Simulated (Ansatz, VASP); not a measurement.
# AgCl in VASP and in Ansatz

```
Ag Cl
1.0
     3.42921    0.00000    0.00000
     0.00000    3.42921    0.00000
     0.00000    0.00000    3.42921
Ag Cl
1 1
Direct
  0.00000 0.00000 0.00000
  0.50000 0.50000 0.50000
```

Alike in both runs: task single point; functional r2SCAN; k mesh 6 × 6 × 6; no spin polarisation.

```csv
,VASP,Ansatz
version,VASP 6.6.1,Ansatz 0.2.0
potentials or method,"VASP PAW PBE potentials, release 64 (Ag, Cl)","plane waves, PAW"
plane-wave cutoff (eV),520,500
occupations,"gaussian, width 0.01 eV",fixed
valence electrons in the cell,18,26
```

Ansatz gave:

| Quantity | Value |
| --- | --- |
| gap on the k mesh at the Fermi level (eV) | 1.21 |
| pressure (GPa) | -1.6 |

**Question.** Which values does VASP return?

**Answer.** gap on the k mesh at the Fermi level (eV): 1.17; pressure (GPa): -1.7.

VASP's potentials were made for PBE, not for r2SCAN. VASP's potentials hold 18 valence electrons a cell and Ansatz's 26, so a difference there can come from the potentials and not from the codes.
